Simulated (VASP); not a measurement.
# GaSb (I-4m2) in VASP: a series of runs

GaSb is run at these levels: PBE; tasks: single point.

Everything below comes from runs of VASP 6.6.1. Logs are shortened: lines on timing, memory, paths and dates and some standing lists are left out, and cuts for length are marked.

**1. The cell of the first run**

It takes space group I-4m2 (No. 119, tetragonal). The conventional cell has a = 5.687 Å, b = 5.687 Å, c = 2.991 Å, α = 90.00°, β = 90.00°, γ = 90.00°. Ga (site symmetry -4m2) has 8 Sb at 2.94 to 3.62 Å and 2 Ga at 2.99 Å within 3.9 Å. Within 3.9 Å of Sb (site symmetry -4m2) lie 8 Ga at 2.94 to 3.62 Å and 2 Sb at 2.99 Å.

**2. Single point, PBE**

Input file INCAR:

```
SYSTEM = GaSb
ALGO = Fast ; EDIFF = 1E-7
ENCUT = 520 ; GGA = PE
ISIF = 2 ; ISMEAR = 0
LASPH = .True. ; LCHARG = .True.
LELF = .True. ; LREAL = .False.
LVHAR = .True. ; LWAVE = .False.
NBANDS = 16 ; NELM = 80
PREC = Accurate ; SIGMA = 0.15
```

Input file KPOINTS:

```
k-points
0
Gamma
  24 24 24
  0 0 0
```

Input file POSCAR:

```
GaSb
1.0
   -2.8436826983      2.8436826983      1.4955953927
    2.8436826983     -2.8436826983      1.4955953927
    2.8436826983      2.8436826983     -1.4955953927
Ga Sb
1 1
Direct
    0.2500000000      0.7500000000      0.5000000000
    0.0000000000      0.0000000000      0.0000000000
```

Potentials or basis: VASP PAW PBE potentials, release 64 (Ga_d, Sb).

Launch:

```
cat potpaw_PBE.64/Ga_d/POTCAR potpaw_PBE.64/Sb/POTCAR > POTCAR
mpirun -np 1 vasp_std > vasp.out
```

OUTCAR:

```text
SYSTEM = GaSb
   EDIFF = 1E-7
   ENCUT = 520
   GGA = PE
   ISIF = 2
   ISMEAR = 0
   LASPH = .True.
   LREAL = .False.
   NELM = 80
   PREC = Accurate

 ion  position               nearest neighbor table
   1  0.250  0.750  0.500-   2 2.94   2 2.94   2 2.94   2 2.94
   2  0.000  0.000  0.000-   1 2.94   1 2.94   1 2.94   1 2.94

  LATTYP: Found a body centered tetragonal cell.
 ALAT       =     5.6873653966
 C/A-ratio  =     0.5259361017

  Lattice vectors:

 A1 = (  -2.8436826983,   2.8436826983,   1.4955953927)
 A2 = (   2.8436826983,  -2.8436826983,   1.4955953927)
 A3 = (   2.8436826983,   2.8436826983,  -1.4955953927)

Analysis of symmetry for initial positions (statically):
=====================================================================
 Subroutine PRICEL returns:
 Original cell was already a primitive cell.

 Routine SETGRP: Setting up the symmetry group for a
 body centered tetragonal supercell.

 Subroutine GETGRP returns: Found  8 space group operations
 (whereof  8 operations were pure point group operations)
 out of a pool of 16 trial point group operations.

The static configuration has the point symmetry D_2d.

Analysis of symmetry for dynamics (positions and initial velocities):
=====================================================================
 Subroutine PRICEL returns:
 Original cell was already a primitive cell.

 Routine SETGRP: Setting up the symmetry group for a
 body centered tetragonal supercell.

 Subroutine GETGRP returns: Found  8 space group operations
 (whereof  8 operations were pure point group operations)
 out of a pool of 16 trial point group operations.

The dynamic configuration has the point symmetry D_2d.

 Subroutine INISYM returns: Found  8 space group operations
 (whereof  8 operations are pure point group operations),
 and found     1 'primitive' translations

----------------------------------------------------------------------------------------

                                     Primitive cell

  volume of cell :      48.3767

  direct lattice vectors                    reciprocal lattice vectors
    -2.843682698  2.843682698  1.495595393     0.000000000  0.175828337  0.334315018
     2.843682698 -2.843682698  1.495595393     0.175828337  0.000000000  0.334315018
     2.843682698  2.843682698 -1.495595393     0.175828337  0.175828337  0.000000000

  length of vectors
     4.290672227  4.290672227  4.290672227     0.377732889  0.377732889  0.248658819

  position of ions in fractional coordinates (direct lattice)
     0.250000000  0.750000000  0.500000000
     0.000000000  0.000000000  0.000000000

  ion indices of the primitive-cell ions
   primitive index   ion index
                 1           1
                 2           2

----------------------------------------------------------------------------------------

 KPOINTS: k-points

Automatic generation of k-mesh.
 Grid dimensions read from file:
 generate k-points for:   24   24   24

 Generating k-lattice:

  Cartesian coordinates                     Fractional coordinates (reciprocal lattice)
     0.000000000  0.007326181  0.013929792     0.041666667  0.000000000  0.000000000
     0.007326181  0.000000000  0.013929792     0.000000000  0.041666667  0.000000000
     0.007326181  0.007326181  0.000000000     0.000000000  0.000000000  0.041666667

  Length of vectors
     0.015738870  0.015738870  0.010360784

  Shift w.r.t. Gamma in fractional coordinates (k-lattice)
     0.000000000  0.000000000  0.000000000

 Subroutine IBZKPT returns following result:
 ===========================================

 Found   1063 irreducible k-points:

 Following reciprocal coordinates:
            Coordinates               Weight
  0.000000  0.000000  0.000000      1.000000
  0.041667  0.000000 -0.000000      8.000000
  0.083333  0.000000  0.000000      8.000000
  0.125000  0.000000 -0.000000      8.000000
  0.166667  0.000000 -0.000000      8.000000
  0.208333  0.000000  0.000000      8.000000
[... 16 lines left out ...]
  0.416667  0.041667 -0.000000     16.000000
  0.458333  0.041667 -0.000000     16.000000
 [... further k-points ...]
   k-points           NKPTS =   1063   k-points in BZ     NKDIM =   1063   number of bands    NBANDS=     16
   number of dos      NEDOS =    301   number of ions     NIONS =      2
   total plane-waves  NPLWV =  32768
   dimension x,y,z NGX =    32 NGY =   32 NGZ =   32
   dimension x,y,z NGXF=    64 NGYF=   64 NGZF=   64
   ions per type =               1   1
   NGX,Y,Z   is equivalent  to a cutoff of  12.40, 12.40, 12.40 a.u.
   NGXF,Y,Z  is equivalent  to a cutoff of  24.80, 24.80, 24.80 a.u.
 SYSTEM =  GaSb
   PREC   = accura    normal or accurate (medium, high low for compatibility)
   ISTART =      0    job   : 0-new  1-cont  2-samecut
   ICHARG =      2    charge: 1-file 2-atom 10-const
   ISPIN  =      1    spin polarized calculation?
   LNONCOLLINEAR =      F non collinear calculations
   LSORBIT =      F    spin-orbit coupling
   LASPH  =      T    aspherical Exc in radial PAW
   ENCUT  =  520.0 eV  38.22 Ry    6.18 a.u.   7.98  7.98  7.98*2*pi/ulx,y,z
   NELM   =     80;   NELMIN=  2; NELMDL= -5     # of ELM steps
   EDIFF  = 0.1E-06   stopping-criterion for ELM
   LREAL  =      F    real-space projection
   EDIFFG = 0.1E-05   stopping-criterion for IOM
   NSW    =      0    number of steps for IOM
   IBRION =     -1    ionic relax: 0-MD 1-quasi-New 2-CG
   NFREE  =      0    steps in history (QN), initial steepest desc. (CG)
   ISIF   =      2    stress and relaxation
   ISYM   =      2    0-nonsym 1-usesym 2-fastsym
   POTIM  = 0.5000    time-step for ionic-motion
   TEBEG  =    0.0;   TEEND  =   0.0 temperature during run
   PSTRESS=    0.0 pullay stress
   NELECT =      18.0000    total number of electrons
   NUPDOWN=      -1.0000    fix difference up-down
   EMIN   =  10.00;   EMAX   =-10.00  energy-range for DOS
   EFERMI =   0.00;   METHOD = LEGACY
   ISMEAR =     0;   SIGMA  =   0.15  broadening in eV -4-tet -1-fermi 0-gaus
   EFERMI_NEDOS =   21; number of points for ismear=-14 and -15
   IALGO  =     68    algorithm
   IMIX   =      4    mixing-type and parameters
     AMIX     =   0.40;   BMIX     =  1.00
     AMIX_MAG =   1.60;   BMIX_MAG =  1.00
  volume/ion in A,a.u.               =      24.19       163.23
  Fermi-wavevector in a.u.,A,eV,Ry     =   1.177480  2.225115 18.863922  1.386459
  Thomas-Fermi vector in A             =   2.313826
   LORBIT       =      0    0 simple, 1 ext, 2 COOP (PROOUT), +10 PAW based schemes
   GGA     = PE    functional components
   LHFCALC =     F    Hartree Fock is set to
   AEXX    =    0.0000 exact exchange contribution
   IVDW    =     0    specifies the selected vdW correction
   LEPSILON=     F    determine dielectric tensor
   LRPA    =     F    only Hartree local field effects (RPA)
 non-spin polarized calculation
 RMM-DIIS sequential band-by-band and
 Gauss-broadening in eV      SIGMA  =   0.15
  energy-cutoff  :      520.00
  volume of cell :       48.38
 maximum number of plane-waves:      1330
   NGX = 15   NGY = 15   NGZ = 15

 number of electron      18.0000008 magnetization

 Free energy of the ion-electron system (eV)
  ---------------------------------------------------
  ext. energy  EPLUGINS =         0.00000000
  ---------------------------------------------------
  free energy    TOTEN  =        -6.95757078 eV

  energy without entropy =       -6.94809969  energy(sigma->0) =       -6.95283523

 E-fermi :   6.5284     XC(G=0): -10.2233

 val. band max:        6.5281181693   @ k =   0.4583   0.2917   0.1250
 cond. band min:       6.5286723828   @ k =  -0.3750  -0.4167   0.2500
 fundamental gap:      0.0005542135
 Fermi energy:         6.5283871398

 k-point     1 :       0.0000    0.0000    0.0000
  band No.  band energies     occupation
      1      -8.4306      2.00000
      2      -8.3116      2.00000
      3      -8.3063      2.00000
      4      -8.2579      2.00000
      5      -8.2579      2.00000
      6      -5.4681      2.00000
[... 8 lines left out ...]
     15      16.4758      0.00000
     16      16.7253      0.00000

 k-point     2 :       0.0417    0.0000   -0.0000
  band No.  band energies     occupation
      1      -8.4271      2.00000
      2      -8.3116      2.00000
      3      -8.3059      2.00000
      4      -8.2595      2.00000
      5      -8.2595      2.00000
      6      -5.4316      2.00000
[... 8 lines left out ...]
     15      16.3904      0.00000
     16      16.9525      0.00000

 k-point     3 :       0.0833    0.0000    0.0000
  band No.  band energies     occupation
      1      -8.4166      2.00000
      2      -8.3118      2.00000
      3      -8.3046      2.00000
      4      -8.2640      2.00000
      5      -8.2640      2.00000
      6      -5.3222      2.00000
[... 8 lines left out ...]
     15      16.3678      0.00000
     16      17.1378      0.00000

 k-point     4 :       0.1250    0.0000   -0.0000
  band No.  band energies     occupation
      1      -8.4000      2.00000
      2      -8.3121      2.00000
      3      -8.3028      2.00000
      4      -8.2713      2.00000
      5      -8.2712      2.00000
      6      -5.1400      2.00000
[... 8 lines left out ...]
     15      16.0484      0.00000
     16      16.2749      0.00000
[... 324 lines left out ...]
 k-point    22 :       0.3750    0.0417    0.0000
  band No.  band energies     occupation
      1      -8.3465      2.00000
      2      -8.3434      2.00000
      3      -8.3126      2.00000
      4      -8.2823      2.00000
      5      -8.2339      2.00000
      6      -2.1077      2.00000
[... 8 lines left out ...]
     15      14.8592      0.00000
     16      17.0303      0.00000

 k-point    23 :       0.4167    0.0417   -0.0000
  band No.  band energies     occupation
      1      -8.3512      2.00000
      2      -8.3479      2.00000
      3      -8.3131      2.00000
      4      -8.2808      2.00000
      5      -8.2232      2.00000
      6      -1.5559      2.00000
[... 8 lines left out ...]
     15      15.8243      0.00000
     16      17.0702      0.00000

 k-point    24 :       0.4583    0.0417   -0.0000
  band No.  band energies     occupation
      1      -8.3529      2.00000
      2      -8.3495      2.00000
      3      -8.3134      2.00000
      4      -8.2801      2.00000
      5      -8.2194      2.00000
      6      -1.2368      2.00000
[... 8 lines left out ...]
     15      16.2926      0.00000
     16      16.8425      0.00000

 [... further k-points ...]

------------------------ aborting loop because EDIFF is reached ----------------------------------------

  FORCE on cell =-STRESS in cart. coord.  units (eV):
  Direction    XX          YY          ZZ          XY          YZ          ZX
  --------------------------------------------------------------------------------------
  -------------------------------------------------------------------------------------
  Total       -0.4339130     -0.4339130      1.0909990      0.0000000      0.0000000      0.0000000
  in kB      -14.3706646    -14.3706646     36.1325463      0.0000000      0.0000000      0.0000000
  external PRESSURE =       2.4637390 kB  Pullay stress =       0.0000000 kB

 VOLUME and BASIS-vectors are now :
 -----------------------------------------------------------------------------
  energy-cutoff  :      520.00
  volume of cell :       48.38
      direct lattice vectors                 reciprocal lattice vectors
    -2.843682698  2.843682698  1.495595393     0.000000000  0.175828337  0.334315018
     2.843682698 -2.843682698  1.495595393     0.175828337  0.000000000  0.334315018
     2.843682698  2.843682698 -1.495595393     0.175828337  0.175828337  0.000000000

 POSITION                                       TOTAL-FORCE (eV/Angst)
 -----------------------------------------------------------------------------------
      2.84368      0.00000      0.74780        -0.000000     -0.000000      0.000000
      0.00000      0.00000      0.00000         0.000000      0.000000     -0.000000
 -----------------------------------------------------------------------------------
    total drift:                                0.000000     -0.000000      0.000000

  FREE ENERGIE OF THE ION-ELECTRON SYSTEM (eV)
  ---------------------------------------------------
  free  energy   TOTEN  =        -6.9575707752 eV

  energy  without entropy=       -6.9480996947  energy(sigma->0) =       -6.95283523
```

Wall time 25 min (1 thread of Oxide Virtual Turin-like, shared host); peak memory 0.86 GiB.

Results:

```yaml
Free_energy: -6.9576 eV
Pressure: 0.2 GPa
Band_gap_on_the_k_mesh: zero (bands 9 and 10 overlap by 4.37 eV)
```

Caveat: the stress differs along the axes, from -1 to 4 GPa; spin-orbit coupling is left out, which moves the levels of the heavy elements.

**3. Single point, PBE**

This run uses another cell than the first one, of the same volume but with other edges.

Input file INCAR:

```
SYSTEM = GaSb
PREC     = Accurate       ! precision mode
ENCUT    = 520            ! plane-wave cutoff, eV
EDIFF    = 1E-6           ! SCF threshold, eV
ISMEAR   = 0              ! smearing method
SIGMA    = 0.15           ! smearing width, eV
LREAL    = .False.        ! projectors in reciprocal space
LASPH    = .True.         ! aspherical terms in the spheres
NELM     = 100            ! most SCF steps
ALGO     = Fast           ! electronic algorithm
ISIF     = 2              ! what is computed and relaxed
LWAVE    = .False.        ! write WAVECAR
LCHARG   = .False.        ! write CHGCAR
GGA      = PE             ! functional
NBANDS   = 16             ! bands
```

Input file KPOINTS:

```
regular mesh
0
Gamma
  24 24 24
  0 0 0
```

Input file POSCAR:

```
GaSb
1.0
   -2.6792475960      2.6792475960      1.6848090648
    2.6792475960     -2.6792475960      1.6848090648
    2.6792475960      2.6792475960     -1.6848090648
Ga Sb
1 1
Direct
    0.2500000000      0.7500000000      0.5000000000
    0.0000000000      0.0000000000      0.0000000000
```

Potentials or basis: VASP PAW PBE potentials, release 64 (Ga_d, Sb).

Launch:

```
cat potpaw_PBE.64/Ga_d/POTCAR potpaw_PBE.64/Sb/POTCAR > POTCAR
mpirun -np 1 vasp_std > vasp.out
```

Wall time 24 min (1 thread of Oxide Virtual Turin-like, shared host); peak memory 0.86 GiB.

The run converged. Its results:

```
Free energy            : -6.9494 eV
Pressure               : 0.8 GPa
Band gap on the k mesh : zero (bands 9 and 10 overlap by 4.97 eV)
```

Stress tensor (GPa, compression positive):
```
 2.14  0.00  0.00
 0.00  2.14  0.00
 0.00  0.00 -1.87
```

Levels at points of the mesh, in eV from the Fermi level:
```
           k point  band 5  band 6  band 7  band 8  band 9  band 10  band 11  band 12  band 13  band 14
(0.00, 0.00, 0.00)  -14.91  -11.93   -2.18   -1.56   -1.56     3.75     3.89     6.33     7.19     7.19
(0.50, 0.00, 0.00)  -14.89   -8.75   -5.86   -2.24   -1.81    -1.01     2.33     3.47     5.37     8.59
(0.50, 0.50, 0.00)  -14.90  -10.27   -7.98    0.30    1.66     2.79     2.94     3.92     5.49     7.27
(0.50, 0.50, 0.50)  -14.88   -8.95   -5.67   -4.89   -4.89     2.10     3.55    10.84    10.84    12.16
```

Caveat: spin-orbit coupling is left out, which moves the levels of the heavy elements.
